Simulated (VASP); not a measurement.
A run of VASP 6.6.1 is set up as follows.

The input INCAR:

```
SYSTEM = H2CS2O
PREC = Accurate ; ENCUT = 520
EDIFF = 1E-6 ; ISMEAR = -1
SIGMA = 0.05 ; LREAL = Auto
LASPH = .TRUE. ; NELM = 100
ALGO = Normal ; ISIF = 2
LWAVE = .FALSE. ; LCHARG = .FALSE.
GGA = PE ; IVDW = 12
IBRION = 2 ; NSW = 35
EDIFFG = -0.3
```

File KPOINTS:

```
Automatic mesh
0
G
  1 1 1
  0 0 0
```

Contents of POSCAR:

```
H2CS2O
1.0
    8.7763830000      0.0000000000      0.0000000000
    0.0000000000      8.7763830000      0.0000000000
    0.0000000000      0.0000000000      8.7763830000
S C O H
8 4 4 8
Direct
    0.2465833000      0.6472013000      1.0544343000
    0.4296465000      0.6741222000      0.7505855000
    0.7483960000      0.1362596000      0.6003899000
    0.7883391000      0.0732119000      0.2525530000
    0.4385903000      0.2940572000      0.3347220000
    0.3450996000      0.2984522000     -0.0084997000
   -0.0017713000      0.6644686000      0.7459622000
    0.2202388000      0.4527711000      0.5658049000
    0.3381149000      0.6606617000      0.9025099000
    0.7683676000      0.1047357000      0.4264715000
    0.3918449000      0.2962547000      0.1631112000
    0.1092338000      0.5586199000      0.6558836000
    0.6165371000      0.6189192000      0.2630421000
    0.1303163000      0.0615075000      0.3867460000
    0.7397405000      0.9128482000      0.8332414000
    0.3899734000      0.0715618000      0.7475961000
    0.6953515000      0.6720332000      0.2069473000
    0.5639052000      0.5600900000      0.1859161000
    0.1126347000      0.1416408000      0.3129529000
    0.0622153000     -0.0193839000      0.3551508000
    0.7600495000      0.8784717000      0.7303569000
    0.6565408000      0.8486337000      0.8669122000
    0.4755586000      0.1195537000      0.7981073000
    0.4368214000      0.0058578000      0.6723123000
```

Potentials or basis: VASP PAW PBE potentials, release 64 (S, C, O, H).

Command:

```sh
$ cat potpaw_PBE.64/S/POTCAR potpaw_PBE.64/C/POTCAR potpaw_PBE.64/O/POTCAR potpaw_PBE.64/H/POTCAR > POTCAR
$ mpirun -np 1 vasp_gam > vasp.out
```

Task: Estimate the band gap on the k mesh.

Result: 3.26 eV.

Task: What does it give for the energy gained by relaxing?

Result: 21.3 meV/atom.

Final structure:
```
S C O H
1.0
     8.77638    0.00000    0.00000
     0.00000    8.77638    0.00000
     0.00000    0.00000    8.77638
S C O H
8 4 4 8
Direct
  0.24942 0.68061 0.06112
  0.46245 0.68758 0.77757
  0.75754 0.16394 0.58147
  0.77617 0.06154 0.24164
  0.44981 0.28674 0.33093
  0.34121 0.27645 0.99306
  0.98269 0.66756 0.73343
  0.18102 0.43040 0.55852
  0.35762 0.68929 0.92162
  0.76792 0.11189 0.41205
  0.39660 0.28309 0.16180
  0.07926 0.54917 0.64231
  0.62178 0.62373 0.26519
  0.14528 0.05472 0.38154
  0.74193 0.89562 0.85339
  0.39044 0.07131 0.74296
  0.69679 0.67613 0.20298
  0.56499 0.56364 0.19140
  0.11848 0.14199 0.31886
  0.06589 0.98044 0.36086
  0.76098 0.88214 0.74485
  0.64390 0.84331 0.86530
  0.48064 0.10492 0.79791
  0.42953 0.00635 0.66245
```

Caveat: the k points lie up to 0.72 Å⁻¹ apart.
